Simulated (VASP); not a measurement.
# Al2O3 (R-3c) in VASP: single point with PBEsol

Aim: the single point of Al2O3 with PBEsol.

All numbers are computed with VASP 6.6.1; they aren't measurements. Logs are shortened: lines on timing, memory, paths and dates and some standing lists are left out, and cuts for length are marked.

**Experimental background.**

From “Multi-petahertz electron interference in Cr:Al2O3 solid-state material”, 2018, pmc:5906618, for a bulk crystal of Al2O3: band gap 8.7 eV (optical).

The results are compared with them further down.

### Step 1. The cell of the first run

It takes space group R-3c (No. 167, trigonal). The conventional cell has a = 4.773 Å, b = 4.773 Å, c = 13.013 Å, α = 90.00°, β = 90.00°, γ = 120.00°. Al (site symmetry 3) has 6 O at 1.86 to 1.97 Å within 2.5 Å. Within 2.9 Å of O (site symmetry 2) lie 4 Al at 1.86 to 1.97 Å and 12 O at 2.53 to 2.88 Å.

### Step 2. Single point, PBEsol

File INCAR:

```
PREC = Accurate
ENCUT = 520
EDIFF = 1E-6
ISMEAR = 0
SIGMA = 0.02
LREAL = False
LASPH = True
NELM = 100
ALGO = Normal
ISIF = 2
LWAVE = False
LCHARG = False
GGA = PS
NBANDS = 35
```

File KPOINTS:

```
Automatic mesh
0
Gamma
  6 6 6
```

File POSCAR:

```
Al2O3
1.0
    2.3866378105      1.3779259824      4.3375827483
   -2.3866378105      1.3779259824      4.3375827483
    0.0000000000     -2.7558519647      4.3375827483
Al O
4 6
Direct
    0.3520470513      0.3520470513      0.3520470513
    0.1479529487      0.1479529487      0.1479529487
    0.6479529487      0.6479529487      0.6479529487
    0.8520470513      0.8520470513      0.8520470513
    0.5558322131      0.9441677869      0.2500000000
    0.2500000000      0.5558322131      0.9441677869
    0.9441677869      0.2500000000      0.5558322131
    0.4441677869      0.0558322131      0.7500000000
    0.7500000000      0.4441677869      0.0558322131
    0.0558322131      0.7500000000      0.4441677869
```

Potentials or basis: VASP PAW PBE potentials, release 64 (Al, O).

On the command line:

```console
$ cat potpaw_PBE.64/Al/POTCAR potpaw_PBE.64/O/POTCAR > POTCAR
$ mpirun -np 1 vasp_std > vasp.out
```

OUTCAR:

```text
PREC = Accurate
   ENCUT = 520
   EDIFF = 1E-6
   ISMEAR = 0
   LREAL = False
   LASPH = True
   NELM = 100
   ISIF = 2
   GGA = PS

 ion  position               nearest neighbor table
   1  0.352  0.352  0.352-  10 1.86   8 1.86   9 1.86   5 1.97   6 1.97   7 1.97   2 2.66   3 2.80
                             3 2.80   3 2.80   2 3.23   2 3.23   2 3.23
   2  0.148  0.148  0.148-   9 1.86   8 1.86  10 1.86   5 1.97   7 1.97   6 1.97   1 2.66   4 2.80
                             4 2.80   4 2.80   1 3.23   1 3.23   1 3.23
   3  0.648  0.648  0.648-   7 1.86   5 1.86   6 1.86   8 1.97   9 1.97  10 1.97   4 2.66   1 2.80
                             1 2.80   1 2.80   4 3.23   4 3.23   4 3.23
   4  0.852  0.852  0.852-   6 1.86   5 1.86   7 1.86   8 1.97  10 1.97   9 1.97   3 2.66   2 2.80
                             2 2.80   2 2.80   3 3.23   3 3.23   3 3.23
   5  0.556  0.944  0.250-   3 1.86   4 1.86   1 1.97   2 1.97
   6  0.250  0.556  0.944-   4 1.86   3 1.86   1 1.97   2 1.97
   7  0.944  0.250  0.556-   3 1.86   4 1.86   2 1.97   1 1.97
   8  0.444  0.056  0.750-   1 1.86   2 1.86   3 1.97   4 1.97
   9  0.750  0.444  0.056-   2 1.86   1 1.86   3 1.97   4 1.97
  10  0.056  0.750  0.444-   1 1.86   2 1.86   4 1.97   3 1.97

  LATTYP: Found a trigonal (rhomboedric) cell.
 ALAT       =     5.1390022524
 COS(alpha) =     0.5686344949

  Lattice vectors:

 A1 = (   2.3866378105,   1.3779259824,   4.3375827483)
 A2 = (  -2.3866378105,   1.3779259824,   4.3375827483)
 A3 = (   0.0000000000,  -2.7558519647,   4.3375827483)

Analysis of symmetry for initial positions (statically):
=====================================================================
 Subroutine PRICEL returns:
 Original cell was already a primitive cell.

 Routine SETGRP: Setting up the symmetry group for a
 trigonal (rhombohedral) supercell.

 Subroutine GETGRP returns: Found 12 space group operations
 (whereof  6 operations were pure point group operations)
 out of a pool of 12 trial point group operations.

The static configuration has the point symmetry S_6 .
 The point group associated with its full space group is D_3d.

Analysis of symmetry for dynamics (positions and initial velocities):
=====================================================================
 Subroutine PRICEL returns:
 Original cell was already a primitive cell.

 Routine SETGRP: Setting up the symmetry group for a
 trigonal (rhombohedral) supercell.

 Subroutine GETGRP returns: Found 12 space group operations
 (whereof  6 operations were pure point group operations)
 out of a pool of 12 trial point group operations.

The dynamic configuration has the point symmetry S_6 .
 The point group associated with its full space group is D_3d.

 Subroutine INISYM returns: Found 12 space group operations
 (whereof  6 operations are pure point group operations),
 and found     1 'primitive' translations

----------------------------------------------------------------------------------------

                                     Primitive cell

  volume of cell :      85.5877

  direct lattice vectors                    reciprocal lattice vectors
     2.386637810  1.377925982  4.337582748     0.209499740  0.120954731  0.076847717
    -2.386637810  1.377925982  4.337582748    -0.209499740  0.120954731  0.076847717
     0.000000000 -2.755851965  4.337582748     0.000000000 -0.241909462  0.076847717

  length of vectors
     5.139002252  5.139002252  5.139002252     0.253822299  0.253822299  0.253822299

  position of ions in fractional coordinates (direct lattice)
     0.352047051  0.352047051  0.352047051
     0.147952949  0.147952949  0.147952949
     0.647952949  0.647952949  0.647952949
     0.852047051  0.852047051  0.852047051
     0.555832213  0.944167787  0.250000000
     0.250000000  0.555832213  0.944167787
     0.944167787  0.250000000  0.555832213
     0.444167787  0.055832213  0.750000000
     0.750000000  0.444167787  0.055832213
     0.055832213  0.750000000  0.444167787

  ion indices of the primitive-cell ions
   primitive index   ion index
                 1           1
                 2           2
                 3           3
                 4           4
                 5           5
                 6           6
                 7           7
                 8           8
                 9           9
                10          10

----------------------------------------------------------------------------------------

 KPOINTS: Automatic mesh

Automatic generation of k-mesh.
 Grid dimensions read from file:
 generate k-points for:    6    6    6

 Generating k-lattice:

  Cartesian coordinates                     Fractional coordinates (reciprocal lattice)
     0.034916623  0.020159122  0.012807953     0.166666667 -0.000000000  0.000000000
    -0.034916623  0.020159122  0.012807953    -0.000000000  0.166666667  0.000000000
     0.000000000 -0.040318244  0.012807953     0.000000000  0.000000000  0.166666667

  Length of vectors
     0.042303717  0.042303717  0.042303717

  Shift w.r.t. Gamma in fractional coordinates (k-lattice)
     0.000000000  0.000000000  0.000000000

 Subroutine IBZKPT returns following result:
 ===========================================

 Found     32 irreducible k-points:

 Following reciprocal coordinates:
            Coordinates               Weight
  0.000000  0.000000  0.000000      1.000000
  0.166667  0.000000  0.000000      6.000000
  0.333333  0.000000  0.000000      6.000000
  0.500000 -0.000000  0.000000      3.000000
  0.166667  0.166667  0.000000      6.000000
  0.333333  0.166667  0.000000     12.000000
[... 16 lines left out ...]
  0.500000  0.500000  0.166667      6.000000
 -0.333333  0.500000  0.166667     12.000000
 [... further k-points ...]
   k-points           NKPTS =     32   k-points in BZ     NKDIM =     32   number of bands    NBANDS=     35
   number of dos      NEDOS =    301   number of ions     NIONS =     10
   total plane-waves  NPLWV =  64000
   dimension x,y,z NGX =    40 NGY =   40 NGZ =   40
   dimension x,y,z NGXF=    80 NGYF=   80 NGZF=   80
   ions per type =               4   6
   NGX,Y,Z   is equivalent  to a cutoff of  12.94, 12.94, 12.94 a.u.
   NGXF,Y,Z  is equivalent  to a cutoff of  25.88, 25.88, 25.88 a.u.
 SYSTEM =  unknown system
   PREC   = accura    normal or accurate (medium, high low for compatibility)
   ISTART =      0    job   : 0-new  1-cont  2-samecut
   ICHARG =      2    charge: 1-file 2-atom 10-const
   ISPIN  =      1    spin polarized calculation?
   LNONCOLLINEAR =      F non collinear calculations
   LSORBIT =      F    spin-orbit coupling
   LASPH  =      T    aspherical Exc in radial PAW
   ENCUT  =  520.0 eV  38.22 Ry    6.18 a.u.   9.56  9.56  9.56*2*pi/ulx,y,z
   NELM   =    100;   NELMIN=  2; NELMDL= -5     # of ELM steps
   EDIFF  = 0.1E-05   stopping-criterion for ELM
   LREAL  =      F    real-space projection
   EDIFFG = 0.1E-04   stopping-criterion for IOM
   NSW    =      0    number of steps for IOM
   IBRION =     -1    ionic relax: 0-MD 1-quasi-New 2-CG
   NFREE  =      0    steps in history (QN), initial steepest desc. (CG)
   ISIF   =      2    stress and relaxation
   ISYM   =      2    0-nonsym 1-usesym 2-fastsym
   POTIM  = 0.5000    time-step for ionic-motion
   TEBEG  =    0.0;   TEEND  =   0.0 temperature during run
   PSTRESS=    0.0 pullay stress
   NELECT =      48.0000    total number of electrons
   NUPDOWN=      -1.0000    fix difference up-down
   EMIN   =  10.00;   EMAX   =-10.00  energy-range for DOS
   EFERMI =   0.00;   METHOD = LEGACY
   ISMEAR =     0;   SIGMA  =   0.02  broadening in eV -4-tet -1-fermi 0-gaus
   EFERMI_NEDOS =   21; number of points for ismear=-14 and -15
   IALGO  =     38    algorithm
   IMIX   =      4    mixing-type and parameters
     AMIX     =   0.40;   BMIX     =  1.00
     AMIX_MAG =   1.60;   BMIX_MAG =  1.00
  volume/ion in A,a.u.               =       8.56        57.76
  Fermi-wavevector in a.u.,A,eV,Ry     =   1.350055  2.551234 24.798635  1.822648
  Thomas-Fermi vector in A             =   2.477591
   LORBIT       =      0    0 simple, 1 ext, 2 COOP (PROOUT), +10 PAW based schemes
   GGA     = PS    functional components
   LHFCALC =     F    Hartree Fock is set to
   AEXX    =    0.0000 exact exchange contribution
   IVDW    =     0    specifies the selected vdW correction
   LEPSILON=     F    determine dielectric tensor
   LRPA    =     F    only Hartree local field effects (RPA)
 non-spin polarized calculation
 Gauss-broadening in eV      SIGMA  =   0.02
  energy-cutoff  :      520.00
  volume of cell :       85.59
 maximum number of plane-waves:      2328
 NGX is ok and might be reduce to    40
   NGX = 19   NGY = 19   NGZ = 19

 number of electron      48.0000012 magnetization

 Free energy of the ion-electron system (eV)
  ---------------------------------------------------
  ext. energy  EPLUGINS =         0.00000000
  ---------------------------------------------------
  free energy    TOTEN  =       -78.66424882 eV

  energy without entropy =      -78.66424882  energy(sigma->0) =      -78.66424882

 E-fermi :   6.0792     XC(G=0): -11.9079

 val. band max:        5.9542787844   @ k =   0.0000   0.0000   0.0000
 cond. band min:      11.9993723700   @ k =   0.0000   0.0000   0.0000
 fundamental gap:      6.0450935856
 Fermi energy:         6.0791941393

 k-point     1 :       0.0000    0.0000    0.0000
  band No.  band energies     occupation
      1     -13.1996      2.00000
      2     -10.8431      2.00000
      3     -10.5619      2.00000
      4     -10.5619      2.00000
      5     -10.2375      2.00000
      6     -10.2375      2.00000
[... 27 lines left out ...]
     34      19.4171      0.00000
     35      20.3725      0.00000

 k-point     2 :       0.1667    0.0000    0.0000
  band No.  band energies     occupation
      1     -13.0556      2.00000
      2     -10.9215      2.00000
      3     -10.6415      2.00000
      4     -10.5897      2.00000
      5     -10.3069      2.00000
      6     -10.2482      2.00000
[... 27 lines left out ...]
     34      18.7693      0.00000
     35      20.2597      0.00000

 k-point     3 :       0.3333    0.0000    0.0000
  band No.  band energies     occupation
      1     -12.6458      2.00000
      2     -11.3888      2.00000
      3     -10.6170      2.00000
      4     -10.5868      2.00000
      5     -10.4530      2.00000
      6     -10.3140      2.00000
[... 27 lines left out ...]
     34      19.2265      0.00000
     35      19.3845      0.00000

 k-point     4 :       0.5000   -0.0000    0.0000
  band No.  band energies     occupation
      1     -12.0433      2.00000
      2     -12.0433      2.00000
      3     -10.5748      2.00000
      4     -10.5748      2.00000
      5     -10.4446      2.00000
      6     -10.4446      2.00000
[... 27 lines left out ...]
     34      18.5430      0.00000
     35      18.9424      0.00000

 k-point     5 :       0.1667    0.1667    0.0000
  band No.  band energies     occupation
      1     -13.0162      2.00000
      2     -10.9288      2.00000
      3     -10.6786      2.00000
      4     -10.5855      2.00000
      5     -10.3730      2.00000
      6     -10.2223      2.00000
[... 638 lines left out ...]
 k-point    22 :      -0.1667    0.3333    0.1667
  band No.  band energies     occupation
      1     -12.3197      2.00000
      2     -11.3736      2.00000
      3     -10.9504      2.00000
      4     -10.8019      2.00000
      5     -10.4557      2.00000
      6     -10.2899      2.00000
[... 27 lines left out ...]
     34      19.1039      0.00000
     35      19.2491      0.00000

 k-point    23 :       0.5000    0.5000    0.1667
  band No.  band energies     occupation
      1     -12.1687      2.00000
      2     -11.4598      2.00000
      3     -11.0979      2.00000
      4     -10.8606      2.00000
      5     -10.4792      2.00000
      6     -10.1908      2.00000
[... 27 lines left out ...]
     34      19.1377      0.00000
     35      19.4836      0.00000

 k-point    24 :      -0.3333    0.5000    0.1667
  band No.  band energies     occupation
      1     -11.8873      2.00000
      2     -11.5088      2.00000
      3     -11.2492      2.00000
      4     -11.0251      2.00000
      5     -10.4277      2.00000
      6     -10.2160      2.00000
[... 27 lines left out ...]
     34      19.1516      0.00000
     35      19.2976      0.00000

 [... further k-points ...]

------------------------ aborting loop because EDIFF is reached ----------------------------------------

  FORCE on cell =-STRESS in cart. coord.  units (eV):
  Direction    XX          YY          ZZ          XY          YZ          ZX
  --------------------------------------------------------------------------------------
  -------------------------------------------------------------------------------------
  Total        0.0968337      0.0968337      0.0667557      0.0000000      0.0000000      0.0000000
  in kB        1.8126987      1.8126987      1.2496478      0.0000000      0.0000000      0.0000000
  external PRESSURE =       1.6250151 kB  Pullay stress =       0.0000000 kB

 VOLUME and BASIS-vectors are now :
 -----------------------------------------------------------------------------
  energy-cutoff  :      520.00
  volume of cell :       85.59
      direct lattice vectors                 reciprocal lattice vectors
     2.386637810  1.377925982  4.337582748     0.209499740  0.120954731  0.076847717
    -2.386637810  1.377925982  4.337582748    -0.209499740  0.120954731  0.076847717
     0.000000000 -2.755851965  4.337582748     0.000000000 -0.241909462  0.076847717

 POSITION                                       TOTAL-FORCE (eV/Angst)
 -----------------------------------------------------------------------------------
      0.00000      0.00000      4.58110         0.000000      0.000000      0.005755
      0.00000      0.00000      1.92527         0.000000     -0.000000     -0.005755
      0.00000      0.00000      8.43165         0.000000     -0.000000     -0.005755
      0.00000      0.00000     11.08747         0.000000      0.000000      0.005755
     -0.92682      1.37793      7.59077        -0.000039     -0.000000     -0.000000
     -0.72991     -1.49161      7.59077         0.000019     -0.000034     -0.000000
      1.65673      0.11368      7.59077         0.000019      0.000034     -0.000000
      0.92682     -1.37793      5.42198         0.000039     -0.000000     -0.000000
      0.72991      1.49161      5.42198        -0.000019      0.000034     -0.000000
     -1.65673     -0.11368      5.42198        -0.000019     -0.000034     -0.000000
 -----------------------------------------------------------------------------------
    total drift:                                0.000000     -0.000000      0.000000

  FREE ENERGIE OF THE ION-ELECTRON SYSTEM (eV)
  ---------------------------------------------------
  free  energy   TOTEN  =       -78.6642488232 eV

  energy  without entropy=      -78.6642488232  energy(sigma->0) =      -78.66424882
```

Run time: 1.8 min. Hardware: 1 thread of Intel Xeon 8259CL, shared host; peak memory 0.26 GiB.

Results:

```
Free energy            : -78.6642 eV
Pressure               : 0.2 GPa
Largest force          : 0.006 eV/Å
Band gap on the k mesh : 6.05 eV
```

Forces in eV/Å, atoms in the order of the input:
```
Al   0.000  0.000  0.006
Al   0.000  0.000 -0.006
Al   0.000  0.000 -0.006
Al   0.000  0.000  0.006
O    0.000  0.000  0.000
O    0.000  0.000  0.000
O    0.000  0.000  0.000
O    0.000  0.000  0.000
O    0.000  0.000  0.000
O    0.000  0.000  0.000
```

Caveat: the PAW data sets were made with another functional, which shifts forces and pressure a little.

### Step 3. Against experiment

Step 2. Measured gap of Al2O3: 8.7 eV (optical; quoted in “Multi-petahertz electron interference in Cr:Al2O3 solid-state material”, 2018, pmc:5906618). This calculation gives 6.05 eV (-2.65 eV). The value is that of PBEsol on a finite k mesh, which can miss the band edges, without temperature or zero-point motion. Semilocal functionals fall short of measured gaps as a rule.
